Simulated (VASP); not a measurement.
A run of VASP 6.6.1 is set up as follows.

Contents of INCAR:

```
PREC = Accurate
ENCUT = 500
EDIFF = 1E-6
ISMEAR = 0
SIGMA = 0.01
LREAL = False
LASPH = True
NELM = 120
ALGO = Normal
ISIF = 2
LWAVE = False
LCHARG = False
GGA = PS
NBANDS = 28
GGA_COMPAT = False
```

The input KPOINTS:

```
Automatic mesh
0
Gamma
  6 6 4
```

The input POSCAR:

```
PbS
1.0
    2.0569420000     -3.5658295000      0.0000000000
    2.0569420000      3.5658295000      0.0000000000
    0.0000000000      0.0000000000      7.5599450000
Pb S
2 2
Direct
    0.0010320000      0.9989680000      0.5132680000
    0.9989680000      0.0010320000      0.0132680000
    0.6671450000      0.3328550000      0.3075320000
    0.3328550000      0.6671450000      0.8075320000
```

Potentials or basis: VASP PAW PBE potentials, release 64 (Pb_d, S).

Launch:

```console
$ cat potpaw_PBE.64/Pb_d/POTCAR potpaw_PBE.64/S/POTCAR > POTCAR
$ mpirun -np 1 vasp_std > vasp.out
```

Task: Predict the pressure.

Result: -1.8 GPa.

Task: Predict the band gap on the k mesh.

Result: 0.40 eV (least direct gap 1.15 eV).

Task: Predict the largest force.

Result: 0.006 eV/Å.

Forces on the atoms (eV/Å):
```
Pb   0.000  0.006 -0.001
Pb   0.000 -0.006 -0.001
S    0.000 -0.004  0.001
S    0.000  0.004  0.001
```

Caveat: the PAW data sets were made with another functional, which shifts forces and pressure a little; spin-orbit coupling is left out, which moves the levels of the heavy elements. A k mesh can miss the band edges.
